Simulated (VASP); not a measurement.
Crystal: LuAs.

```xyz
2
Lattice="0.0000 2.9119 2.9119 2.9119 0.0000 2.9119 2.9119 2.9119 0.0000" Properties=species:S:1:pos:R:3 pbc="T T T"
Lu    2.9119    2.9119    2.9119
As    0.0000    0.0000    0.0000
```

* Program: VASP 6.6.1
* Task: relaxation of cell and atoms
* Functional: r2SCAN
* Potentials or basis: VASP PAW PBE potentials, release 64 (Lu, As)
* Cutoff: 600 eV
* k mesh: 10 × 10 × 10
* Occupations: fermi-dirac, width 0.05 eV
* Spin: no spin polarisation

At the start: pressure -5.3 GPa; volume 24.69 Å³/atom.

Problem. Where does the relaxation end?

Solution. Over 4 steps the energy falls by 28.2 meV/atom and the volume is 23.00 Å³/atom (-6.8 %); space group Fm-3m (No. 225, to 0.1 Å) before and after.

Step by step:
```
step  energy change (eV)  largest force (eV/Å)  pressure (GPa)  volume (Å³)
   1              0.0000                0.0000           -5.29        49.38
   2             -0.0242                0.0000            4.63        43.78
   3             -0.0563                0.0000           -0.21        46.11
   4             -0.0563                0.0000           -0.02        46.00
```

Final structure:
```xyz
2
Lattice="0.0000 2.8439 2.8439 2.8439 0.0000 2.8439 2.8439 2.8439 0.0000" Properties=species:S:1:pos:R:3 pbc="T T T"
Lu    2.8439    2.8439    2.8439
As    2.8439    0.0000    2.8439
```

Caveat: the PAW data sets were made with another functional, which shifts forces and pressure a little.
